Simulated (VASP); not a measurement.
The system is Be2C.

```
CELL_PARAMETERS angstrom
0.00000 2.16049 2.16049
2.16049 0.00000 2.16049
2.16049 2.16049 0.00000
ATOMIC_POSITIONS crystal
C 0.00000 0.00000 0.00000
Be 0.25000 0.25000 0.25000
Be 0.75000 0.75000 0.75000
```

Base run:

```yaml
Program: VASP 6.6.1
Functional: HSE06
Potentials_or_basis: VASP PAW PBE potentials, release 64 (C, Be)
Cutoff: 520 eV
k_mesh: 6 × 6 × 6
Occupations: gaussian, width 0.01 eV
Spin: no spin polarisation
```

Its results: band gap on the k mesh 1.90 eV (least direct gap 5.13 eV); pressure -1.9 GPa.

Task: The run is repeated on the same cell with these changes: functional from HSE06 to r2SCAN; cutoff from 520 eV to 660 eV; k mesh from 6 × 6 × 6 to 8 × 8 × 8. What comes out?

Result: Band gap on the k mesh 1.53 eV (least direct gap 4.63 eV); pressure 0.8 GPa.

Several settings changed at once.

Caveats: the PAW data sets were made with another functional, which shifts forces and pressure a little.

A k mesh can miss the band edges.
